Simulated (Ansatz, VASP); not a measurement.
Two plane-wave programs on AlGa5As6

```
Al Ga As
1.0
     4.06149    0.00000    0.00000
     0.00000    4.06149    0.00000
     0.00000    0.00000   17.21926
Al Ga As
1 5 6
Direct
  0.00000 0.00000 0.50000
  0.00000 0.00000 0.83317
  0.50000 0.50000 0.00000
  0.00000 0.00000 0.16683
  0.50000 0.50000 0.33359
  0.50000 0.50000 0.66641
  0.50000 0.00000 0.91658
  0.00000 0.50000 0.08342
  0.50000 0.00000 0.25020
  0.00000 0.50000 0.41733
  0.50000 0.00000 0.58268
  0.00000 0.50000 0.74980
```

Alike in both runs: task single point; functional PBE; k mesh 4 × 4 × 1; occupations gaussian, width 0.1 eV; no spin polarisation.

|  | VASP | Ansatz |
| --- | --- | --- |
| version | VASP 6.6.1 | Ansatz 0.2.0 |
| potentials or method | VASP PAW PBE potentials, release 64 (Al, Ga_d, As), cutoff 520 eV | scalar-relativistic, plane waves, PAW |
| valence electrons in the cell | 98 | 158 |

Ansatz gave:

```
gap on the k mesh at the Fermi level (eV)                     : 0.39
least direct gap on the mesh (eV)                             : 0.39
pressure (GPa)                                                : 0.0
traceless stress, the component that is largest in VASP (GPa) : -0.69
rms of the force components (eV/Å)                            : 0.005
```

Estimate VASP's values.

gap on the k mesh at the Fermi level (eV): 0.40; least direct gap on the mesh (eV): 0.40; pressure (GPa): 0.2; traceless stress, the component that is largest in VASP (GPa): -0.70; rms of the force components (eV/Å): 0.006.

Atom by atom the forces differ by 0.001 eV/Å (rms over components). With one functional, cell and mesh, what is left measures potentials, basis and numerics. VASP's potentials hold 98 valence electrons a cell and Ansatz's 158, so a difference there can come from the potentials and not from the codes.
